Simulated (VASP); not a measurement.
A run of VASP 6.6.1 is set up as follows.

File INCAR:

```
ALGO = Normal
EDIFF = 1E-7
EDIFFG = -0.02
ENCUT = 600
GGA = PE
IBRION = 2
ISIF = 3
ISMEAR = -1
IVDW = 13
LASPH = T
LCHARG = F
LREAL = F
LWAVE = F
NELM = 100
NSW = 80
PREC = Accurate
SIGMA = 0.05
```

File KPOINTS:

```
k-points
0
Gamma
  12 12 12
```

Contents of POSCAR:

```
Rh
1.0
    0.0000000000      1.8978500000      1.8978500000
    1.8978500000      0.0000000000      1.8978500000
    1.8978500000      1.8978500000      0.0000000000
Rh
1
Direct
    0.0000000000      0.0000000000      0.0000000000
```

Potentials or basis: VASP PAW PBE potentials, release 64 (Rh_pv).

Run with:

```bash
$ cat potpaw_PBE.64/Rh_pv/POTCAR > POTCAR
$ mpirun -np 1 vasp_std > vasp.out
```

(1) Predict the dispersion energy per atom.

(2) Predict the space group after relaxing (to 0.05 Å).

Answers

(1) -0.854 eV.

(2) Fm-3m (No. 225).
